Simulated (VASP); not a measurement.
A run of VASP 6.6.1 is set up as follows.

INCAR

```
SYSTEM = P
ALGO = Normal
EDIFF = 1E-6
ENCUT = 520
GGA = PE
ISIF = 2
ISMEAR = 0
LASPH = .TRUE.
LCHARG = .FALSE.
LREAL = .FALSE.
LWAVE = .FALSE.
NBANDS = 24
NELM = 100
PREC = Accurate
SIGMA = 0.02
```

Contents of KPOINTS:

```
k-points
0
G
  6 6 6
  0 0 0
```

File POSCAR:

```
P
1.0
    4.7124811599     -0.0044991026     -0.0021537899
    0.2757087542      5.4345135989     -0.0202476284
    2.0111320750      1.9600873556      5.8104348668
P
6
Direct
    0.8330172110      0.2811264485      0.6324098777
    0.8082802471      0.3374148432      0.1055729152
    0.4823383403      0.2831919028      0.9450924930
    0.5157783075      0.3345743507      0.4392078779
    0.1962705801      0.6333868543      0.8575585844
    0.1643153142      0.6303056005      0.5201582518
```

Potentials or basis: VASP PAW PBE potentials, release 64 (P).

The run is started by

```console
$ cat potpaw_PBE.64/P/POTCAR > POTCAR
$ mpirun -np 1 vasp_std > vasp.out
```

(1) Predict the pressure.

(2) What does it give for the band gap on the k mesh?

(3) Estimate the largest force.

Results:

(1) -0.2 GPa.

(2) 0.70 eV (least direct gap 1.19 eV).

(3) 0.052 eV/Å.
